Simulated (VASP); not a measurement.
Here is a VASP 6.6.1 calculation.

Contents of INCAR:

```
SYSTEM = TaAs
ALGO = Normal
EDIFF = 1E-6
ENCUT = 520
GGA = PS
ISIF = 2
ISMEAR = -1
LASPH = .TRUE.
LCHARG = .FALSE.
LREAL = .FALSE.
LWAVE = .FALSE.
NBANDS = 24
NELM = 100
PREC = Accurate
SIGMA = 0.05
```

File KPOINTS:

```
k-points
0
G
  11 11 11
  0 0 0
```

POSCAR

```
TaAs
1.0
   -1.7095688454      1.7095688454      5.7640082299
    1.7095688454     -1.7095688454      5.7640082299
    1.7095688454      1.7095688454     -5.7640082299
Ta As
2 2
Direct
    0.5004014699      0.5004014699      0.0000000000
    0.2504014699      0.7504014699      0.5000000000
    0.0821979501      0.0821979501      0.0000000000
    0.8321979501      0.3321979501      0.5000000000
```

Potentials or basis: VASP PAW PBE potentials, release 64 (Ta_pv, As).

Command:

```console
$ cat potpaw_PBE.64/Ta_pv/POTCAR potpaw_PBE.64/As/POTCAR > POTCAR
$ mpirun -np 1 vasp_std > vasp.out
```

(1) What does it give for the pressure?

(2) Predict the band gap on the k mesh.

## Answers

(1) 2.7 GPa.

(2) zero (band 16 reaches 7.15 eV, above the bottom of band 17 at 7.13 eV).

Caveat: the PAW data sets were made with another functional, which shifts forces and pressure a little; spin-orbit coupling is left out, which moves the levels of the heavy elements.
